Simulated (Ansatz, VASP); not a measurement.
**One calculation of SiO2, two programs**

```
Si O
1.0
     5.06052    0.00000    0.00000
    -2.53026    4.38254    0.00000
     0.00000    0.00000    5.54135
Si O
3 6
Direct
  0.00000 0.50000 0.33333
  0.50000 0.50000 0.66667
  0.50000 0.00000 0.00000
  0.58279 0.79139 0.83333
  0.79139 0.58279 0.50000
  0.79139 0.20861 0.16667
  0.41721 0.20861 0.83333
  0.20861 0.41721 0.50000
  0.20861 0.79139 0.16667
```

Alike in both runs: task relaxation of cell and atoms; functional PBE; k mesh 3 × 3 × 2; occupations gaussian, width 0.02 eV; no spin polarisation.

|  | VASP | Ansatz |
| --- | --- | --- |
| version | VASP 6.6.1 | Ansatz 0.2.0 |
| potentials or method | VASP PAW PBE potentials, release 64 (Si, O), cutoff 600 eV | scalar-relativistic, plane waves, PAW |
| valence electrons in the cell | 48 | 48 |

Ansatz gave:

| Quantity | Value |
| --- | --- |
| gap on the k mesh at the Fermi level, each at its own relaxed structure (eV) | 5.55 |
| relaxed volume (Å³/atom) | 14.01 |
| relaxed cell length with the largest relative difference (Å) | 5.105 |

Problem. Which values does VASP return?

Solution. gap on the k mesh at the Fermi level, each at its own relaxed structure (eV): 5.56; relaxed volume (Å³/atom): 14.00; relaxed cell length with the largest relative difference (Å): 5.103.

The k mesh is coarse, so the values compare programs but aren't converged.
